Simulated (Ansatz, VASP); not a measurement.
## Nb3Sn: VASP beside Ansatz

```
Nb Sn
1.0
     5.28210    0.00000    0.00000
     0.00000    5.28210    0.00000
     0.00000    0.00000    5.28210
Nb Sn
6 2
Direct
  0.25000 0.00000 0.50000
  0.50000 0.75000 0.00000
  0.75000 0.00000 0.50000
  0.50000 0.25000 0.00000
  0.00000 0.50000 0.75000
  0.00000 0.50000 0.25000
  0.00000 0.00000 0.00000
  0.50000 0.50000 0.50000
```

Alike in both runs: task relaxation of cell and atoms; functional PBE; k mesh 8 × 8 × 8; occupations gaussian, width 0.3 eV; no spin polarisation.

|  | VASP | Ansatz |
| --- | --- | --- |
| version | VASP 6.6.1 | Ansatz 0.2.0 |
| potentials or method | VASP PAW PBE potentials, release 64 (Nb_sv, Sn_d), cutoff 500 eV | scalar-relativistic, plane waves, PAW |
| valence electrons in the cell | 106 | 106 |

VASP gave:

- gap on the k mesh at the Fermi level, each at its own relaxed structure (eV): none
- relaxed volume (Å³/atom): 18.80
- relaxed cell length with the largest relative difference (Å): 5.318

Problem. Estimate Ansatz's values.

Solution. gap on the k mesh at the Fermi level, each at its own relaxed structure (eV): none; relaxed volume (Å³/atom): 18.83; relaxed cell length with the largest relative difference (Å): 5.321.

A gap of «none» marks a metal or a gap that the smearing closes.
